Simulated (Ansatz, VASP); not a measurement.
One calculation of Si3F2, two programs

```xyz
5
Lattice="3.7400 0.0000 0.0000 -1.8700 3.2389 0.0000 0.0000 0.0000 9.8962" Properties=species:S:1:pos:R:3 pbc="T T T"
Si    0.0000    0.0000    0.0000
Si    0.0000    2.1593    5.2415
Si    1.8700    1.0796    4.6547
F     0.0000    2.1593    0.7813
F     1.8700    1.0796    9.1149
```

Alike in both runs: functional PBE; k mesh 12 × 12 × 4; occupations gaussian, width 0.1 eV; no spin polarisation.

Ansatz relaxed the structure, and its values are those at the end. VASP's run is a single point on that final structure, the one shown.

```csv
,VASP,Ansatz
version,VASP 6.6.1,Ansatz 0.2.0
potentials or method,"VASP PAW PBE potentials, release 64 (Si, F), cutoff 520 eV","scalar-relativistic, plane waves, PAW"
valence electrons in the cell,26,26
```

|  | VASP | Ansatz | Ansatz less VASP |
| --- | --- | --- | --- |
| gap on the k mesh at the Fermi level (eV) | none | none | - |
| pressure (GPa) | -0.1 | 0.0 | +0.10 |
| rms of the force components (eV/Å) | 0.005 | 0.000 | -0.0043 |

A gap of «none» marks a metal or a gap that the smearing closes.
